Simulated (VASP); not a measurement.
# Al (Fm-3m) in VASP: further runs

Al is run at these levels: PBE; tasks: single point, relaxation of cell and atoms.

Everything below comes from runs of VASP 6.6.1. Logs are shortened: lines on timing, memory, paths and dates and some standing lists are left out, and cuts for length are marked.

## 1. The cell of the first run

Symmetry: Fm-3m, No. 225, cubic system. Conventional cell: a = 4.041 Å, b = 4.041 Å, c = 4.041 Å, α = 90.00°, β = 90.00°, γ = 90.00°. Within 3.8 Å of Al (site symmetry m-3m) lie 12 Al at 2.86 Å.

## 2. Single point, PBE

The input, INCAR:

```
  PREC = Accurate
  ENCUT = 520
  EDIFF = 1E-7
  ISMEAR = 0
  SIGMA = 0.1
  LREAL = F
  LASPH = T
  NELM = 100
  ALGO = Fast
  ISIF = 2
  LWAVE = F
  LCHARG = T
  GGA = PE
  LELF = T
  LVHAR = T
  NBANDS = 8
```

The input, KPOINTS:

```
regular mesh
0
Gamma
  32 32 32
```

The input, POSCAR:

```
Al
1.0
    0.0000000000      2.0203221677      2.0203221677
    2.0203221677      0.0000000000      2.0203221677
    2.0203221677      2.0203221677      0.0000000000
Al
1
Direct
    0.0000000000      0.0000000000      0.0000000000
```

Potentials or basis: VASP PAW PBE potentials, release 64 (Al).

Command:

```console
$ cat potpaw_PBE.64/Al/POTCAR > POTCAR
$ mpirun -np 1 vasp_std > vasp.out
```

OUTCAR:

```text
PREC = Accurate
   ENCUT = 520
   EDIFF = 1E-7
   ISMEAR = 0
   LREAL = F
   LASPH = T
   NELM = 100
   ISIF = 2
   GGA = PE

 ion  position               nearest neighbor table
   1  0.000  0.000  0.000-

  LATTYP: Found a face centered cubic cell.
 ALAT       =     4.0406443354

  Lattice vectors:

 A1 = (   0.0000000000,   2.0203221677,   2.0203221677)
 A2 = (   2.0203221677,   0.0000000000,   2.0203221677)
 A3 = (   2.0203221677,   2.0203221677,   0.0000000000)

Analysis of symmetry for initial positions (statically):
=====================================================================
 Subroutine PRICEL returns:
 Original cell was already a primitive cell.

 Routine SETGRP: Setting up the symmetry group for a
 face centered cubic supercell.

 Subroutine GETGRP returns: Found 48 space group operations
 (whereof 48 operations were pure point group operations)
 out of a pool of 48 trial point group operations.

The static configuration has the point symmetry O_h .

Analysis of symmetry for dynamics (positions and initial velocities):
=====================================================================
 Subroutine PRICEL returns:
 Original cell was already a primitive cell.

 Routine SETGRP: Setting up the symmetry group for a
 face centered cubic supercell.

 Subroutine GETGRP returns: Found 48 space group operations
 (whereof 48 operations were pure point group operations)
 out of a pool of 48 trial point group operations.

The dynamic configuration has the point symmetry O_h .

 Subroutine INISYM returns: Found 48 space group operations
 (whereof 48 operations are pure point group operations),
 and found     1 'primitive' translations

----------------------------------------------------------------------------------------

                                     Primitive cell

  volume of cell :      16.4927

  direct lattice vectors                    reciprocal lattice vectors
     0.000000000  2.020322168  2.020322168    -0.247485281  0.247485281  0.247485281
     2.020322168  0.000000000  2.020322168     0.247485281 -0.247485281  0.247485281
     2.020322168  2.020322168  0.000000000     0.247485281  0.247485281 -0.247485281

  length of vectors
     2.857167010  2.857167010  2.857167010     0.428657081  0.428657081  0.428657081

  position of ions in fractional coordinates (direct lattice)
     0.000000000  0.000000000  0.000000000

  ion indices of the primitive-cell ions
   primitive index   ion index
                 1           1

----------------------------------------------------------------------------------------

 KPOINTS: regular mesh

Automatic generation of k-mesh.
 Grid dimensions read from file:
 generate k-points for:   32   32   32

 Generating k-lattice:

  Cartesian coordinates                     Fractional coordinates (reciprocal lattice)
    -0.007733915  0.007733915  0.007733915     0.031250000  0.000000000  0.000000000
     0.007733915 -0.007733915  0.007733915     0.000000000  0.031250000  0.000000000
     0.007733915  0.007733915 -0.007733915     0.000000000  0.000000000  0.031250000

  Length of vectors
     0.013395534  0.013395534  0.013395534

  Shift w.r.t. Gamma in fractional coordinates (k-lattice)
     0.000000000  0.000000000  0.000000000

 Subroutine IBZKPT returns following result:
 ===========================================

 Found    897 irreducible k-points:

 Following reciprocal coordinates:
            Coordinates               Weight
  0.000000  0.000000  0.000000      1.000000
  0.031250  0.000000  0.000000      8.000000
  0.062500  0.000000  0.000000      8.000000
  0.093750  0.000000  0.000000      8.000000
  0.125000  0.000000  0.000000      8.000000
  0.156250  0.000000  0.000000      8.000000
[... 16 lines left out ...]
  0.187500  0.031250  0.000000     24.000000
  0.218750  0.031250  0.000000     24.000000
 [... further k-points ...]
   k-points           NKPTS =    897   k-points in BZ     NKDIM =    897   number of bands    NBANDS=      8
   number of dos      NEDOS =    301   number of ions     NIONS =      1
   total plane-waves  NPLWV =  13824
   dimension x,y,z NGX =    24 NGY =   24 NGZ =   24
   dimension x,y,z NGXF=    48 NGYF=   48 NGZF=   48
   ions per type =               1
   NGX,Y,Z   is equivalent  to a cutoff of  13.96, 13.96, 13.96 a.u.
   NGXF,Y,Z  is equivalent  to a cutoff of  27.93, 27.93, 27.93 a.u.
 SYSTEM =  unknown system
   PREC   = accura    normal or accurate (medium, high low for compatibility)
   ISTART =      0    job   : 0-new  1-cont  2-samecut
   ICHARG =      2    charge: 1-file 2-atom 10-const
   ISPIN  =      1    spin polarized calculation?
   LNONCOLLINEAR =      F non collinear calculations
   LSORBIT =      F    spin-orbit coupling
   LASPH  =      T    aspherical Exc in radial PAW
   ENCUT  =  520.0 eV  38.22 Ry    6.18 a.u.   5.31  5.31  5.31*2*pi/ulx,y,z
   NELM   =    100;   NELMIN=  2; NELMDL= -5     # of ELM steps
   EDIFF  = 0.1E-06   stopping-criterion for ELM
   LREAL  =      F    real-space projection
   EDIFFG = 0.1E-05   stopping-criterion for IOM
   NSW    =      0    number of steps for IOM
   IBRION =     -1    ionic relax: 0-MD 1-quasi-New 2-CG
   NFREE  =      0    steps in history (QN), initial steepest desc. (CG)
   ISIF   =      2    stress and relaxation
   ISYM   =      2    0-nonsym 1-usesym 2-fastsym
   POTIM  = 0.5000    time-step for ionic-motion
   TEBEG  =    0.0;   TEEND  =   0.0 temperature during run
   PSTRESS=    0.0 pullay stress
   NELECT =       3.0000    total number of electrons
   NUPDOWN=      -1.0000    fix difference up-down
   EMIN   =  10.00;   EMAX   =-10.00  energy-range for DOS
   EFERMI =   0.00;   METHOD = LEGACY
   ISMEAR =     0;   SIGMA  =   0.10  broadening in eV -4-tet -1-fermi 0-gaus
   EFERMI_NEDOS =   21; number of points for ismear=-14 and -15
   IALGO  =     68    algorithm
   IMIX   =      4    mixing-type and parameters
     AMIX     =   0.40;   BMIX     =  1.00
     AMIX_MAG =   1.60;   BMIX_MAG =  1.00
  volume/ion in A,a.u.               =      16.49       111.30
  Fermi-wavevector in a.u.,A,eV,Ry     =   0.927580  1.752872 11.706511  0.860404
  Thomas-Fermi vector in A             =   2.053665
   LORBIT       =      0    0 simple, 1 ext, 2 COOP (PROOUT), +10 PAW based schemes
   GGA     = PE    functional components
   LHFCALC =     F    Hartree Fock is set to
   AEXX    =    0.0000 exact exchange contribution
   IVDW    =     0    specifies the selected vdW correction
   LEPSILON=     F    determine dielectric tensor
   LRPA    =     F    only Hartree local field effects (RPA)
 non-spin polarized calculation
 RMM-DIIS sequential band-by-band and
 Gauss-broadening in eV      SIGMA  =   0.10
  energy-cutoff  :      520.00
  volume of cell :       16.49
 maximum number of plane-waves:       459
 NGX is ok and might be reduce to    24
   NGX = 11   NGY = 11   NGZ = 11

 number of electron       3.0000000 magnetization

 Free energy of the ion-electron system (eV)
  ---------------------------------------------------
  ext. energy  EPLUGINS =         0.00000000
  ---------------------------------------------------
  free energy    TOTEN  =        -3.74724724 eV

  energy without entropy =       -3.74529856  energy(sigma->0) =       -3.74627290

 E-fermi :   8.0015     XC(G=0): -10.1982

 val. band max:        7.9897800004   @ k =  -0.3125   0.1562   0.0000
 cond. band min:       8.0023422756   @ k =  -0.3125   0.4062   0.0938
 fundamental gap:      0.0125622751
 Fermi energy:         8.0015397724

 k-point     1 :       0.0000    0.0000    0.0000
  band No.  band energies     occupation
      1      -3.1327      2.00000
      2      20.6264      0.00000
      3      20.6264      0.00000
      4      20.6264      0.00000
      5      22.1216      0.00000
      6      22.1216      0.00000
      7      22.1216      0.00000
      8      24.4738      0.00000

 k-point     2 :       0.0312    0.0000    0.0000
  band No.  band energies     occupation
      1      -3.1062      2.00000
      2      19.9885      0.00000
      3      20.5099      0.00000
      4      20.5099      0.00000
      5      22.2799      0.00000
      6      22.2799      0.00000
      7      22.4553      0.00000
      8      24.7590      0.00000

 k-point     3 :       0.0625    0.0000    0.0000
  band No.  band energies     occupation
      1      -3.0265      2.00000
      2      18.8396      0.00000
      3      20.2520      0.00000
      4      20.2520      0.00000
      5      22.6610      0.00000
      6      22.6610      0.00000
      7      22.7333      0.00000
      8      25.5739      0.00000

 k-point     4 :       0.0937    0.0000    0.0000
  band No.  band energies     occupation
      1      -2.8938      2.00000
      2      17.5903      0.00000
      3      19.9610      0.00000
      4      19.9610      0.00000
      5      22.7824      0.00000
      6      23.1482      0.00000
      7      23.1482      0.00000
      8      26.2570      0.00000

 k-point     5 :       0.1250    0.0000    0.0000
  band No.  band energies     occupation
      1      -2.7083      2.00000
      2      16.3223      0.00000
      3      19.6824      0.00000
      4      19.6824      0.00000
      5      22.7263      0.00000
      6      23.6646      0.00000
      7      23.6646      0.00000
      8      25.6736      0.00000
[... 177 lines left out ...]
 k-point    22 :       0.1562    0.0312    0.0000
  band No.  band energies     occupation
      1      -2.5318      2.00000
      2      15.4944      0.00000
      3      18.9070      0.00000
      4      19.8289      0.00000
      5      22.9328      0.00000
      6      23.3296      0.00000
      7      24.5313      0.00000
      8      24.5565      0.00000

 k-point    23 :       0.1875    0.0312    0.0000
  band No.  band energies     occupation
      1      -2.2588      2.00000
      2      14.2519      0.00000
      3      18.6731      0.00000
      4      19.6238      0.00000
      5      22.8364      0.00000
      6      23.2987      0.00000
      7      24.5346      0.00000
      8      24.5769      0.00000

 k-point    24 :       0.2188    0.0312    0.0000
  band No.  band energies     occupation
      1      -1.9335      2.00000
      2      13.0357      0.00000
      3      18.4812      0.00000
      4      19.4489      0.00000
      5      22.6493      0.00000
      6      22.8761      0.00000
      7      24.1405      0.00000
      8      25.1055      0.00000

 [... further k-points ...]
[... 5 lines left out ...]
  --------------------------------------------------------------------------------------
  -------------------------------------------------------------------------------------
  Total       -0.0047489     -0.0047489     -0.0047489      0.0000000     -0.0000000     -0.0000000
  in kB       -0.4613291     -0.4613291     -0.4613291      0.0000000     -0.0000000     -0.0000000
  external PRESSURE =      -0.4613291 kB  Pullay stress =       0.0000000 kB

 VOLUME and BASIS-vectors are now :
 -----------------------------------------------------------------------------
  energy-cutoff  :      520.00
  volume of cell :       16.49
      direct lattice vectors                 reciprocal lattice vectors
     0.000000000  2.020322168  2.020322168    -0.247485281  0.247485281  0.247485281
     2.020322168  0.000000000  2.020322168     0.247485281 -0.247485281  0.247485281
     2.020322168  2.020322168  0.000000000     0.247485281  0.247485281 -0.247485281

 POSITION                                       TOTAL-FORCE (eV/Angst)
 -----------------------------------------------------------------------------------
      0.00000      0.00000      0.00000         0.000000      0.000000     -0.000000
 -----------------------------------------------------------------------------------
    total drift:                                0.000000     -0.000000     -0.000000

  FREE ENERGIE OF THE ION-ELECTRON SYSTEM (eV)
  ---------------------------------------------------
  free  energy   TOTEN  =        -3.7472472390 eV

  energy  without entropy=       -3.7452985643  energy(sigma->0) =       -3.74627290
```

It took 48 s on 1 thread of Intel Xeon Platinum 8488C (Sapphire Rapids), shared host; peak memory 0.22 GiB.

Results:

- Free energy: -3.7472 eV
- Pressure: 0.0 GPa
- Band gap on the k mesh: zero (an odd number of electrons rules out a gap without spin polarisation)

Levels at points of the mesh, in eV from the Fermi level:
```csv
k point,band 1,band 2,band 3,band 4,band 5
"(0.00, 0.00, 0.00)",-11.13,12.62,12.62,12.62,14.12
"(0.50, 0.00, 0.00)",-4.59,-4.38,11.42,11.42,11.47
"(0.50, 0.50, 0.00)",-2.92,-1.60,5.26,5.60,5.60
```

## 3. Relaxation of cell and atoms, PBE

This run uses another cell than the first one, of 16.61 Å³/atom.

The input, INCAR:

```
PREC     = Accurate       # precision mode
ENCUT    = 600            # plane-wave cutoff, eV
EDIFF    = 1E-6           # SCF threshold, eV
ISMEAR   = 0              # smearing method
SIGMA    = 0.1            # smearing width, eV
LREAL    = False          # projectors in reciprocal space
LASPH    = True           # aspherical terms in the spheres
NELM     = 100            # most SCF steps
ALGO     = Fast           # electronic algorithm
ISIF     = 3              # what is computed and relaxed
LWAVE    = False          # write WAVECAR
LCHARG   = False          # write CHGCAR
GGA      = PE             # functional
IBRION   = 2              # ionic algorithm
NSW      = 60             # ionic steps
EDIFFG   = -0.005         # ionic threshold
```

The input, KPOINTS:

```
Automatic mesh
0
Gamma
  32 32 32
```

The input, POSCAR:

```
Al
1.0
    0.0000000000      2.0250000000      2.0250000000
    2.0250000000      0.0000000000      2.0250000000
    2.0250000000      2.0250000000      0.0000000000
Al
1
Direct
    0.0000000000      0.0000000000      0.0000000000
```

Potentials or basis: VASP PAW PBE potentials, release 64 (Al).

Command:

```console
$ cat potpaw_PBE.64/Al/POTCAR > POTCAR
$ mpirun -np 1 vasp_std > vasp.out
```

Wall time 38 s (1 thread of Intel Xeon Platinum 8488C (Sapphire Rapids), shared host); peak memory 0.22 GiB.

Results (log left out):

```
Free energy                           : -3.7473 eV
Relaxed volume                        : 16.48 Å³/atom
Relaxed cell                          : a = 2.857 Å, b = 2.857 Å, c = 2.857 Å, α = 60.00°, β = 60.00°, γ = 60.00°
Space group after relaxing (to 0.1 Å) : Fm-3m (No. 225)
Energy gained by relaxing             : 0.2 meV/atom
Ionic steps                           : 3
Pressure after relaxing               : 0.0 GPa
Band gap on the k mesh                : zero (an odd number of electrons rules out a gap without spin polarisation)
```

Step by step:
| step | energy change (eV) | largest force (eV/Å) | pressure (GPa) | volume (Å³) |
| --- | --- | --- | --- | --- |
| 1 | 0.0000 | 0.0000 | -0.58 | 16.61 |
| 2 | -0.0002 | 0.0000 | 0.09 | 16.46 |
| 3 | -0.0002 | 0.0000 | 0.01 | 16.48 |

Final structure:
```cif
data_structure
_symmetry_space_group_name_H-M 'P 1'
_symmetry_Int_Tables_number 1
_cell_length_a 2.8566
_cell_length_b 2.8566
_cell_length_c 2.8566
_cell_angle_alpha 60.000
_cell_angle_beta 60.000
_cell_angle_gamma 60.000
_cell_volume 16.48
loop_
_atom_site_label
_atom_site_type_symbol
_atom_site_fract_x
_atom_site_fract_y
_atom_site_fract_z
_atom_site_occupancy
Al1 Al 0.00000 0.00000 0.00000 1
```

Levels at points of the mesh, in eV from the Fermi level:
| k point | band 1 | band 2 | band 3 | band 4 | band 5 |
| --- | --- | --- | --- | --- | --- |
| (0.00, 0.00, 0.00) | -11.14 | 12.63 | 12.63 | 12.63 | 14.13 |
| (0.50, 0.00, 0.00) | -4.59 | -4.38 | 11.42 | 11.42 | 11.47 |
| (0.50, 0.50, 0.00) | -2.92 | -1.60 | 5.26 | 5.60 | 5.60 |
